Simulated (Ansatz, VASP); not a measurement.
# One calculation of ScW3, two programs

```
CELL_PARAMETERS angstrom
0.00000 3.22777 3.22777
3.22777 0.00000 3.22777
3.22777 3.22777 0.00000
ATOMIC_POSITIONS crystal
Sc 0.00000 0.00000 0.00000
W 0.25000 0.25000 0.25000
W 0.75000 0.75000 0.75000
W 0.50000 0.50000 0.50000
```

Change from the starting cell: species swapped into the ZnCo3 type (Fm-3m, No. 225).

Alike in both runs: functional PBE; k mesh 12 × 12 × 12; occupations gaussian, width 0.1 eV; no spin polarisation.

Ansatz relaxed the structure, and its values are those at the end. VASP's run is a single point on that final structure, the one shown.

|  | VASP | Ansatz |
| --- | --- | --- |
| version | VASP 6.6.1 | Ansatz 0.2.0 |
| potentials or method | VASP PAW PBE potentials, release 64 (Sc_sv, W_sv), cutoff 520 eV | scalar-relativistic, plane waves, PAW |
| valence electrons in the cell | 53 | 53 |

|  | VASP | Ansatz | Ansatz less VASP |
| --- | --- | --- | --- |
| gap on the k mesh at the Fermi level (eV) | none | none | - |
| pressure (GPa) | 0.4 | 0.0 | -0.41 |

A gap of «none» marks a metal or a gap that the smearing closes.

Spin-orbit coupling is off throughout.
